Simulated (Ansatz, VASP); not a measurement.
# Rh: VASP beside Ansatz

INCAR

```
PREC     = Accurate       # precision mode
ENCUT    = 520            # plane-wave cutoff, eV
EDIFF    = 1E-6           # SCF threshold, eV
ISMEAR   = -1             # smearing method
SIGMA    = 0.05           # smearing width, eV
LREAL    = False          # projectors in reciprocal space
LASPH    = True           # aspherical terms in the spheres
NELM     = 150            # most SCF steps
ALGO     = Normal         # electronic algorithm
ISIF     = 2              # what is computed and relaxed
LWAVE    = False          # write WAVECAR
LCHARG   = False          # write CHGCAR
ISPIN    = 2              # spin polarisation
MAGMOM   = 1              # initial moments
LORBIT   = 11             # projections on sites
LMAXMIX  = 4              # l up to which the mixer works
GGA      = PE             # functional
NBANDS   = 18             # bands
```

KPOINTS

```
regular mesh
0
Gamma
  23 23 23
```

File POSCAR:

```
Rh
1.0
    0.0000000000      1.8893373109      1.8893373109
    1.8893373109      0.0000000000      1.8893373109
    1.8893373109      1.8893373109      0.0000000000
Rh
1
Direct
    0.0000000000      0.0000000000      0.0000000000
```

Input for Ansatz:

```yaml
crystal:
  lattice:
    - [0.0, 1.8893373109, 1.8893373109]
    - [1.8893373109, 0.0, 1.8893373109]
    - [1.8893373109, 1.8893373109, 0.0]
  atoms:
    - { symbol: Rh, position: [0.0, 0.0, 0.0], spin: 1.0 }
hamiltonian:
  xc: pbe
  pseudopotentials:
    kind: paw
    azcp:
      Rh: "pseudopotentials/Rh.paw.azcp"
basis:
  ecutwfc: 420
  fft_grid_basis: typed
kpoints:
  mp_grid: { grid: [23, 23, 23], shift: [0, 0, 0] }
magnetization:
  spin_polarized: true
scf:
  occupations: { method: fermi_dirac, width: 0.05 }
output:
  stress: true
```

Alike in both runs: task single point; functional PBE; k mesh 23 × 23 × 23; occupations fermi-dirac, width 0.05 eV; collinear spin.

|  | VASP | Ansatz |
| --- | --- | --- |
| version | VASP 6.6.1 | Ansatz 0.2.0 |
| potentials or method | VASP PAW PBE potentials, release 64 (Rh_pv), cutoff 520 eV | plane waves (420 eV) with PAW, scalar-relativistic |
| valence electrons in the cell | 15 | 17 |

```csv
,VASP,Ansatz,Ansatz less VASP
pressure (GPa),11.6,11.6,+0.03
net moment per atom (μB),0.00,0.00,-0.001
```

VASP's potentials hold 15 valence electrons a cell and Ansatz's 17, so a difference there can come from the potentials and not from the codes. Ansatz's warnings: seeded moment not kept.
